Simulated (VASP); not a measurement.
The system is Ir.

```
Ir
1.0
     0.00000    1.90544    1.90544
     1.90544    0.00000    1.90544
     1.90544    1.90544    0.00000
Ir
1
Cartesian
  0.0000 0.0000 0.0000
```

Base run:

| Property | Result |
| --- | --- |
| Program | VASP 6.6.1 |
| Functional | LDA |
| Potentials or basis | VASP PAW LDA potentials, release 64 (Ir) |
| Cutoff | 520 eV |
| k mesh | 18 × 18 × 18 |
| Occupations | gaussian, width 0.1 eV |
| Spin | no spin polarisation |

Its results: pressure 2.6 GPa.

Q: The run is repeated on the same cell with these changes: potentials or basis from VASP PAW LDA potentials, release 64 (Ir) to VASP PAW LDA potentials, release 64 (Ir_sv_GW); cutoff from 520 eV to 500 eV; further incar settings from ALGO = Normal; EDIFF = 1e-07; NBANDS = 10 to ALGO = Normal; EDIFF = 1e-06; NBANDS = 14; valence electrons from 9 to 17. What comes out?

A: Pressure -1.7 GPa.
